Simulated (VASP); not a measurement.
A run of VASP 6.6.1:

INCAR

```
SYSTEM = Hf2S
ALGO = Normal ; EDIFF = 1E-6
ENCUT = 520 ; GGA = PS
ISIF = 2 ; ISMEAR = 0
LASPH = .True. ; LCHARG = .False.
LREAL = .False. ; LWAVE = .False.
NBANDS = 35 ; NELM = 60
PREC = Accurate ; SIGMA = 0.15
```

KPOINTS

```
k-points
0
Gamma
  18 18 4
  0 0 0
```

File POSCAR:

```
Hf2S
1.0
    3.4469269560      0.0000000000      0.0000000000
   -1.7234634780      2.9851263089      0.0000000000
    0.0000000000      0.0000000000     11.3143087672
Hf S
4 2
Direct
    0.6666666667      0.3333333333      0.8986176343
    0.3333333333      0.6666666667      0.3986176343
    0.6666666667      0.3333333333      0.6013823657
    0.3333333333      0.6666666667      0.1013823657
    0.0000000000      0.0000000000      0.7500000000
    0.0000000000      0.0000000000      0.2500000000
```

Potentials or basis: VASP PAW PBE potentials, release 64 (Hf_pv, S).

Run with:

```bash
$ cat potpaw_PBE.64/Hf_pv/POTCAR potpaw_PBE.64/S/POTCAR > POTCAR
$ mpirun -np 1 vasp_std > vasp.out
```

Hardware: 1 thread of Intel(R) Xeon(R) Platinum 8488C (Sapphire Rapids), on a shared host.

Q: Estimate the wall time of this run.

A: Wall time 6.4 min on 1 thread of Intel(R) Xeon(R) Platinum 8488C (Sapphire Rapids) (shared host), peak memory 0.48 GiB. Counts: scf iterations 13, k points 111.
